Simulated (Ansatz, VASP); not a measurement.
# TiAl3 in VASP and in Ansatz

```
Ti Al
1.0
     4.07580    0.00000    0.00000
     0.00000    4.07580    0.00000
     0.00000    0.00000    4.07580
Ti Al
1 3
Cartesian
  0.0000 0.0000 0.0000
  2.0379 2.0379 0.0000
  2.0379 0.0000 2.0379
  0.0000 2.0379 2.0379
```

Alike in both runs: task single point; functional PBEsol; k mesh 10 × 10 × 10; occupations gaussian, width 0.1 eV; no spin polarisation.

|  | VASP | Ansatz |
| --- | --- | --- |
| version | VASP 6.6.1 | Ansatz 0.2.0 |
| potentials or method | VASP PAW PBE potentials, release 64 (Ti_sv, Al), cutoff 520 eV | scalar-relativistic, plane waves, PAW |
| valence electrons in the cell | 21 | 21 |

```tsv
	VASP	Ansatz	Ansatz less VASP
gap on the k mesh at the Fermi level (eV)	none	none	-
pressure (GPa)	-8.8	-8.8	+0.01
```

VASP's potentials were made for PBE, not for PBEsol. A gap of «none» marks a metal or a gap that the smearing closes.
